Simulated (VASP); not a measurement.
# Y4Pd (I4/mmm) in VASP: single point with PBE

Aim: the single point of Y4Pd with PBE.

Program: VASP 6.6.1. These are calculated values, not measurements. Logs are shortened: lines on timing, memory, paths and dates and some standing lists are left out, and cuts for length are marked.

### Step 1. The cell of the first run

The structure is tetragonal, space group I4/mmm (No. 139). Conventional cell: a = 5.864 Å, b = 5.864 Å, c = 7.488 Å, α = 90.00°, β = 90.00°, γ = 90.00°. Y (site symmetry 2/m) has 2 Pd at 2.79 Å and 4 Y at 2.93 Å within 3.7 Å. Pd (site symmetry 4/mmm) has 8 Y at 2.79 Å within 3.7 Å.

### Step 2. Single point, PBE

The input, INCAR:

```
ALGO = Normal ; EDIFF = 1E-6
ENCUT = 520 ; GGA = PE
ISIF = 2 ; ISMEAR = 0
LASPH = T ; LCHARG = F
LREAL = F ; LWAVE = F
NBANDS = 35 ; NELM = 60
PREC = Accurate ; SIGMA = 0.1
```

The input, KPOINTS:

```
k-points
0
Gamma
  4 4 4
```

The input, POSCAR:

```
Y4Pd
1.0
   -2.9320712700      2.9320712700      3.7438960600
    2.9320712700     -2.9320712700      3.7438960600
    2.9320712700      2.9320712700     -3.7438960600
Y Pd
4 1
Direct
    0.5000000000      0.5000000000      0.5000000000
    0.0000000000      0.0000000000      0.5000000000
    0.5000000000      0.0000000000      0.0000000000
    0.0000000000      0.5000000000      0.0000000000
    0.0000000000      0.0000000000      0.0000000000
```

Potentials or basis: VASP PAW PBE potentials, release 64 (Y_sv, Pd).

Launch:

```
$ cat potpaw_PBE.64/Y_sv/POTCAR potpaw_PBE.64/Pd/POTCAR > POTCAR
$ mpirun -np 1 vasp_std > vasp.out
```

OUTCAR:

```text
EDIFF = 1E-6
   ENCUT = 520
   GGA = PE
   ISIF = 2
   ISMEAR = 0
   LASPH = T
   LREAL = F
   NELM = 60
   PREC = Accurate

 ion  position               nearest neighbor table
   1  0.500  0.500  0.500-   5 2.79   5 2.79   3 2.93   3 2.93   4 2.93   4 2.93   2 3.74   2 3.74
                             2 4.15   2 4.15   2 4.15   2 4.15
   2  0.000  0.000  0.500-   5 2.79   5 2.79   3 2.93   4 2.93   4 2.93   3 2.93   1 3.74   1 3.74
                             1 4.15   1 4.15   1 4.15   1 4.15
   3  0.500  0.000  0.000-   5 2.79   5 2.79   1 2.93   1 2.93   2 2.93   2 2.93   4 3.74   4 3.74
                             4 4.15   4 4.15   4 4.15   4 4.15
   4  0.000  0.500  0.000-   5 2.79   5 2.79   1 2.93   2 2.93   2 2.93   1 2.93   3 3.74   3 3.74
                             3 4.15   3 4.15   3 4.15   3 4.15
   5  0.000  0.000  0.000-   1 2.79   2 2.79   3 2.79   4 2.79   2 2.79   4 2.79   3 2.79   1 2.79

  LATTYP: Found a body centered tetragonal cell.
 ALAT       =     5.8641425400
 C/A-ratio  =     1.2768775774

  Lattice vectors:

 A1 = (  -2.9320712700,   2.9320712700,   3.7438960600)
 A2 = (   2.9320712700,  -2.9320712700,   3.7438960600)
 A3 = (   2.9320712700,   2.9320712700,  -3.7438960600)

Analysis of symmetry for initial positions (statically):
=====================================================================
 Subroutine PRICEL returns:
 Original cell was already a primitive cell.

 Routine SETGRP: Setting up the symmetry group for a
 body centered tetragonal supercell.

 Subroutine GETGRP returns: Found 16 space group operations
 (whereof 16 operations were pure point group operations)
 out of a pool of 16 trial point group operations.

The static configuration has the point symmetry D_4h.

Analysis of symmetry for dynamics (positions and initial velocities):
=====================================================================
 Subroutine PRICEL returns:
 Original cell was already a primitive cell.

 Routine SETGRP: Setting up the symmetry group for a
 body centered tetragonal supercell.

 Subroutine GETGRP returns: Found 16 space group operations
 (whereof 16 operations were pure point group operations)
 out of a pool of 16 trial point group operations.

The dynamic configuration has the point symmetry D_4h.

 Subroutine INISYM returns: Found 16 space group operations
 (whereof 16 operations are pure point group operations),
 and found     1 'primitive' translations

----------------------------------------------------------------------------------------

                                     Primitive cell

  volume of cell :     128.7457

  direct lattice vectors                    reciprocal lattice vectors
    -2.932071270  2.932071270  3.743896060     0.000000000  0.170527915  0.133550716
     2.932071270 -2.932071270  3.743896060     0.170527915  0.000000000  0.133550716
     2.932071270  2.932071270 -3.743896060     0.170527915  0.170527915  0.000000000

  length of vectors
     5.586666410  5.586666410  5.586666410     0.216600008  0.216600008  0.241162890

  position of ions in fractional coordinates (direct lattice)
     0.500000000  0.500000000  0.500000000
     0.000000000  0.000000000  0.500000000
     0.500000000  0.000000000  0.000000000
     0.000000000  0.500000000  0.000000000
     0.000000000  0.000000000  0.000000000

  ion indices of the primitive-cell ions
   primitive index   ion index
                 1           1
                 2           2
                 3           3
                 4           4
                 5           5

----------------------------------------------------------------------------------------

 KPOINTS: k-points

Automatic generation of k-mesh.
 Grid dimensions read from file:
 generate k-points for:    4    4    4

 Generating k-lattice:

  Cartesian coordinates                     Fractional coordinates (reciprocal lattice)
     0.000000000  0.042631979  0.033387679     0.250000000  0.000000000  0.000000000
     0.042631979  0.000000000  0.033387679     0.000000000  0.250000000  0.000000000
     0.042631979  0.042631979  0.000000000     0.000000000  0.000000000  0.250000000

  Length of vectors
     0.054150002  0.054150002  0.060290723

  Shift w.r.t. Gamma in fractional coordinates (k-lattice)
     0.000000000  0.000000000  0.000000000

 Subroutine IBZKPT returns following result:
 ===========================================

 Found     13 irreducible k-points:

 Following reciprocal coordinates:
            Coordinates               Weight
  0.000000  0.000000  0.000000      1.000000
  0.250000  0.000000 -0.000000      8.000000
  0.500000  0.000000 -0.000000      4.000000
  0.250000  0.250000 -0.000000      8.000000
  0.500000  0.250000 -0.000000     16.000000
 -0.250000  0.250000  0.000000      4.000000
  0.500000  0.500000 -0.000000      2.000000
  0.250000  0.250000  0.250000      2.000000
 -0.250000  0.250000  0.250000      4.000000
  0.500000  0.500000  0.250000      4.000000
 -0.250000  0.500000  0.250000      8.000000
 -0.250000 -0.250000  0.250000      2.000000
  0.500000  0.500000  0.500000      1.000000
   k-points           NKPTS =     13   k-points in BZ     NKDIM =     13   number of bands    NBANDS=     35
   number of dos      NEDOS =    301   number of ions     NIONS =      5
   total plane-waves  NPLWV =  74088
   dimension x,y,z NGX =    42 NGY =   42 NGZ =   42
   dimension x,y,z NGXF=    84 NGYF=   84 NGZF=   84
   ions per type =               4   1
   NGX,Y,Z   is equivalent  to a cutoff of  12.50, 12.50, 12.50 a.u.
   NGXF,Y,Z  is equivalent  to a cutoff of  25.00, 25.00, 25.00 a.u.
 SYSTEM =  unknown system
   PREC   = accura    normal or accurate (medium, high low for compatibility)
   ISTART =      0    job   : 0-new  1-cont  2-samecut
   ICHARG =      2    charge: 1-file 2-atom 10-const
   ISPIN  =      1    spin polarized calculation?
   LNONCOLLINEAR =      F non collinear calculations
   LSORBIT =      F    spin-orbit coupling
   LASPH  =      T    aspherical Exc in radial PAW
   ENCUT  =  520.0 eV  38.22 Ry    6.18 a.u.  10.39 10.39 10.39*2*pi/ulx,y,z
   NELM   =     60;   NELMIN=  2; NELMDL= -5     # of ELM steps
   EDIFF  = 0.1E-05   stopping-criterion for ELM
   LREAL  =      F    real-space projection
   EDIFFG = 0.1E-04   stopping-criterion for IOM
   NSW    =      0    number of steps for IOM
   IBRION =     -1    ionic relax: 0-MD 1-quasi-New 2-CG
   NFREE  =      0    steps in history (QN), initial steepest desc. (CG)
   ISIF   =      2    stress and relaxation
   ISYM   =      2    0-nonsym 1-usesym 2-fastsym
   POTIM  = 0.5000    time-step for ionic-motion
   TEBEG  =    0.0;   TEEND  =   0.0 temperature during run
   PSTRESS=    0.0 pullay stress
   NELECT =      54.0000    total number of electrons
   NUPDOWN=      -1.0000    fix difference up-down
   EMIN   =  10.00;   EMAX   =-10.00  energy-range for DOS
   EFERMI =   0.00;   METHOD = LEGACY
   ISMEAR =     0;   SIGMA  =   0.10  broadening in eV -4-tet -1-fermi 0-gaus
   EFERMI_NEDOS =   21; number of points for ismear=-14 and -15
   IALGO  =     38    algorithm
   IMIX   =      4    mixing-type and parameters
     AMIX     =   0.40;   BMIX     =  1.00
     AMIX_MAG =   1.60;   BMIX_MAG =  1.00
  volume/ion in A,a.u.               =      25.75       173.76
  Fermi-wavevector in a.u.,A,eV,Ry     =   1.225449  2.315762 20.432203  1.501725
  Thomas-Fermi vector in A             =   2.360486
   LORBIT       =      0    0 simple, 1 ext, 2 COOP (PROOUT), +10 PAW based schemes
   GGA     = PE    functional components
   LHFCALC =     F    Hartree Fock is set to
   AEXX    =    0.0000 exact exchange contribution
   IVDW    =     0    specifies the selected vdW correction
   LEPSILON=     F    determine dielectric tensor
   LRPA    =     F    only Hartree local field effects (RPA)
 non-spin polarized calculation
 Gauss-broadening in eV      SIGMA  =   0.10
  energy-cutoff  :      520.00
  volume of cell :      128.75
 maximum number of plane-waves:      3504
 NGX is ok and might be reduce to    42
   NGX = 21   NGY = 21   NGZ = 21

 number of electron      54.0000004 magnetization

 Free energy of the ion-electron system (eV)
  ---------------------------------------------------
  ext. energy  EPLUGINS =         0.00000000
  ---------------------------------------------------
  free energy    TOTEN  =       -28.48552461 eV

  energy without entropy =      -28.46115803  energy(sigma->0) =      -28.47334132

 E-fermi :   4.4745     XC(G=0): -10.2099

 val. band max:        4.4631816563   @ k =   0.0000   0.0000   0.0000
 cond. band min:       4.4964017669   @ k =   0.2500   0.2500  -0.0000
 fundamental gap:      0.0332201106
 Fermi energy:         4.4745133238

 k-point     1 :       0.0000    0.0000    0.0000
  band No.  band energies     occupation
      1     -38.2288      2.00000
      2     -37.9980      2.00000
      3     -37.9980      2.00000
      4     -37.8018      2.00000
      5     -19.0863      2.00000
      6     -19.0495      2.00000
[... 27 lines left out ...]
     34       7.2802      0.00000
     35       7.4919      0.00000

 k-point     2 :       0.2500    0.0000   -0.0000
  band No.  band energies     occupation
      1     -38.1951      2.00000
      2     -38.0320      2.00000
      3     -37.9699      2.00000
      4     -37.8312      2.00000
      5     -19.0411      2.00000
      6     -18.8707      2.00000
[... 27 lines left out ...]
     34       6.7305      0.00000
     35       7.3565      0.00000

 k-point     3 :       0.5000    0.0000   -0.0000
  band No.  band energies     occupation
      1     -38.1147      2.00000
      2     -38.1128      2.00000
      3     -37.9017      2.00000
      4     -37.9006      2.00000
      5     -18.9693      2.00000
      6     -18.9530      2.00000
[... 27 lines left out ...]
     34       6.1425      0.00000
     35       6.9380      0.00000
[... 305 lines left out ...]
 k-point    12 :      -0.2500   -0.2500    0.2500
  band No.  band energies     occupation
      1     -38.2207      2.00000
      2     -38.0035      2.00000
      3     -38.0035      2.00000
      4     -37.7959      2.00000
      5     -19.1169      2.00000
      6     -19.0663      2.00000
[... 27 lines left out ...]
     34       6.9734      0.00000
     35       7.4591      0.00000

 k-point    13 :       0.5000    0.5000    0.5000
  band No.  band energies     occupation
      1     -38.2127      2.00000
      2     -38.0089      2.00000
      3     -38.0089      2.00000
      4     -37.7900      2.00000
      5     -19.1477      2.00000
      6     -19.0830      2.00000
[... 27 lines left out ...]
     34       5.2555      0.00000
     35       5.8411      0.00000

------------------------ aborting loop because EDIFF is reached ----------------------------------------

  FORCE on cell =-STRESS in cart. coord.  units (eV):
  Direction    XX          YY          ZZ          XY          YZ          ZX
  --------------------------------------------------------------------------------------
  -------------------------------------------------------------------------------------
  Total       15.9275543     15.9275543      2.1920495      0.0000000      0.0000000      0.0000000
  in kB      198.2105917    198.2105917     27.2789792      0.0000000      0.0000000      0.0000000
  external PRESSURE =     141.2333876 kB  Pullay stress =       0.0000000 kB

 VOLUME and BASIS-vectors are now :
 -----------------------------------------------------------------------------
  energy-cutoff  :      520.00
  volume of cell :      128.75
      direct lattice vectors                 reciprocal lattice vectors
    -2.932071270  2.932071270  3.743896060     0.000000000  0.170527915  0.133550716
     2.932071270 -2.932071270  3.743896060     0.170527915  0.000000000  0.133550716
     2.932071270  2.932071270 -3.743896060     0.170527915  0.170527915  0.000000000

 POSITION                                       TOTAL-FORCE (eV/Angst)
 -----------------------------------------------------------------------------------
      1.46604      1.46604      1.87195        -0.000000      0.000000     -0.000000
      1.46604      1.46604     -1.87195        -0.000000      0.000000      0.000000
     -1.46604      1.46604      1.87195         0.000000     -0.000000     -0.000000
      1.46604     -1.46604      1.87195         0.000000      0.000000      0.000000
      0.00000      0.00000      0.00000        -0.000000      0.000000      0.000000
 -----------------------------------------------------------------------------------
    total drift:                               -0.000000     -0.000000      0.000000

  FREE ENERGIE OF THE ION-ELECTRON SYSTEM (eV)
  ---------------------------------------------------
  free  energy   TOTEN  =       -28.4855246101 eV

  energy  without entropy=      -28.4611580284  energy(sigma->0) =      -28.47334132
```

Run time: 73 s. Hardware: 1 thread of AMD EPYC 7R13 (Zen 3), shared host; peak memory 0.25 GiB.

What came out:

```yaml
Free_energy: -28.4855 eV
Pressure: 14.1 GPa
Band_gap_on_the_k_mesh: zero (band 27 reaches 5.04 eV, above the bottom of band 28 at 4.23 eV)
```

Stress tensor (GPa, compression positive):
```
19.82  0.00  0.00
 0.00 19.82  0.00
 0.00  0.00  2.73
```

Caveat: the k points lie up to 0.38 Å⁻¹ apart.
